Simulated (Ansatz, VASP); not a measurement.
## CdH2O2 in VASP and in Ansatz

File INCAR:

```
PREC     = Accurate       # precision mode
ENCUT    = 520            # plane-wave cutoff, eV
EDIFF    = 1E-7           # SCF threshold, eV
ISMEAR   = 0              # smearing method
SIGMA    = 0.05           # smearing width, eV
LREAL    = False          # projectors in reciprocal space
LASPH    = True           # aspherical terms in the spheres
NELM     = 100            # most SCF steps
ALGO     = Normal         # electronic algorithm
ISIF     = 2              # what is computed and relaxed
LWAVE    = False          # write WAVECAR
LCHARG   = True           # write CHGCAR
GGA      = CA             # functional
LELF     = True           # ELF
LVHAR    = True         
NBANDS   = 21             # bands
```

KPOINTS

```
regular mesh
0
Gamma
  9 9 6
```

Contents of POSCAR:

```
CdH2O2
1.0
    3.8398216553      0.0000000000      0.0000000000
   -1.9199108277      3.3253830995      0.0000000000
    0.0000000000      0.0000000000      4.4413930000
Cd H O
1 2 2
Direct
    0.3333333333      0.6666666667      0.9873000000
    0.0000000000      0.0000000000      0.0080770000
    0.6666666667      0.3333333333      0.4318850000
    0.0000000000      0.0000000000      0.7861940000
    0.6666666667      0.3333333333      0.2118940000
```

Input for Ansatz:

```yaml
crystal:
  lattice:
    - [3.8398216553, 0.0, 0.0]
    - [-1.9199108277, 3.3253830995, 0.0]
    - [0.0, 0.0, 4.441393]
  atoms:
    - { symbol: Cd, position: [0.3333333333, 0.6666666667, 0.9873] }
    - { symbol: H, position: [0.0, 0.0, 0.008077] }
    - { symbol: H, position: [0.6666666667, 0.3333333333, 0.431885] }
    - { symbol: O, position: [0.0, 0.0, 0.786194] }
    - { symbol: O, position: [0.6666666667, 0.3333333333, 0.211894] }
basis:
  ecutwfc: 420
kpoints:
  mp_grid: { grid: [9, 9, 6] }
hamiltonian:
  xc: lda
scf:
  occupations: { method: gaussian, width: 0.05 }
output:
  forces: true
  stress: true
  eigenvalues: true
```

Alike in both runs: task single point; functional LDA; k mesh 9 × 9 × 6; occupations gaussian, width 0.05 eV; no spin polarisation.

```csv
,VASP,Ansatz
version,VASP 6.6.1,Ansatz 0.2.0
potentials or method,"VASP PAW LDA potentials, release 64 (Cd, H, O), cutoff 520 eV","scalar-relativistic, plane waves, PAW"
valence electrons in the cell,26,34
```

VASP gave:

| Item | Value |
| --- | --- |
| gap on the k mesh at the Fermi level (eV) | 1.04 |
| least direct gap on the mesh (eV) | 1.57 |
| pressure (GPa) | -6.6 |
| traceless stress, the component that is largest in VASP (GPa) | 3.82 |
| rms of the force components (eV/Å) | 0.254 |

Problem. Estimate Ansatz's values.

Solution. gap on the k mesh at the Fermi level (eV): 1.04; least direct gap on the mesh (eV): 1.56; pressure (GPa): -7.3; traceless stress, the component that is largest in VASP (GPa): 3.47; rms of the force components (eV/Å): 0.216.

LDA's correlation is that of Perdew and Zunger in VASP and of Perdew and Wang (1992) in Ansatz. Atom by atom the forces differ by 0.101 eV/Å (rms over components). VASP's potentials hold 26 valence electrons a cell and Ansatz's 34, so a difference there can come from the potentials and not from the codes.
